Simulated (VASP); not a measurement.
A run of VASP 6.6.1 is set up as follows.

INCAR

```
ALGO = Normal
EDIFF = 1E-6
ENCUT = 600
GGA = PE
GGA_COMPAT = F
ISIF = 2
ISMEAR = 0
LASPH = T
LCHARG = F
LREAL = F
LWAVE = F
NBANDS = 19
NELM = 120
PREC = Accurate
SIGMA = 0.01
```

KPOINTS

```
k-points
0
Gamma
  8 8 8
```

POSCAR

```
ZrO2
1.0
    0.0000000000      2.5356849173      2.5356849173
    2.5356849173      0.0000000000      2.5356849173
    2.5356849173      2.5356849173      0.0000000000
Zr O
1 2
Direct
    0.0000000000      0.0000000000      0.0000000000
    0.2500000000      0.2500000000      0.2500000000
    0.7500000000      0.7500000000      0.7500000000
```

Potentials or basis: VASP PAW PBE potentials, release 64 (Zr_sv, O).

Launch:

```bash
$ cat potpaw_PBE.64/Zr_sv/POTCAR potpaw_PBE.64/O/POTCAR > POTCAR
$ mpirun -np 1 vasp_std > vasp.out
```

What does it give for the band gap on the k mesh?

3.38 eV (least direct gap 3.84 eV).

What does it give for the pressure?

6.6 GPa.

Caveat: the cell stands under pressure. A k mesh can miss the band edges.
